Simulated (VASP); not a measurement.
# Ti3SiN4: single point with PBE

The system is Ti3SiN4, a slab with vacuum.

```
CELL_PARAMETERS angstrom
3.00286 0.00000 0.00000
-1.50143 2.60055 0.00000
0.00000 0.00000 22.62338
ATOMIC_POSITIONS crystal
N 0.33333 0.66667 0.17681
N 0.00000 0.00000 0.28518
N 0.66667 0.33333 0.38971
N 0.33333 0.66667 0.49168
Ti 0.66667 0.33333 0.23100
Ti 0.33333 0.66667 0.34017
Ti 0.00000 0.00000 0.45751
Si 0.33333 0.66667 0.57234
```

* Program: VASP 6.6.1
* Task: single point
* Functional: PBE
* Potentials or basis: VASP PAW PBE potentials, release 64 (N, Ti_sv, Si)
* Cutoff: 520 eV
* k mesh: 9 × 9 × 1
* Occupations: gaussian, width 0.1 eV
* Spin: no spin polarisation
* Dipole correction: yes
* Further INCAR settings: ALGO = Normal; EDIFF = 1e-06; NBANDS = 40

The largest force is 5.604 eV/Å and the band gap on the k mesh is zero (bands 30 and 31 overlap by 1.15 eV).

Forces in eV/Å, atoms in the order of the input:
```
N    0.000  0.000  4.328
N    0.000  0.000  1.226
N    0.000  0.000  1.554
N    0.000  0.000  2.670
Ti   0.000  0.000 -5.604
Ti   0.000  0.000 -0.419
Ti   0.000  0.000 -3.753
Si   0.000  0.000 -0.002
```

Levels at points of the mesh, in eV from the Fermi level:
| k point | band 26 | band 27 | band 28 | band 29 | band 30 | band 31 | band 32 | band 33 | band 34 | band 35 |
| --- | --- | --- | --- | --- | --- | --- | --- | --- | --- | --- |
| (0.00, 0.00, 0.00) | -2.50 | -0.84 | 0.01 | 0.01 | 0.20 | 0.20 | 0.79 | 0.84 | 0.84 | 1.35 |

It took 92 s on 1 thread of Intel(R) Xeon(R) 6975P-C (Granite Rapids), on a shared host, peak memory 0.33 GiB.
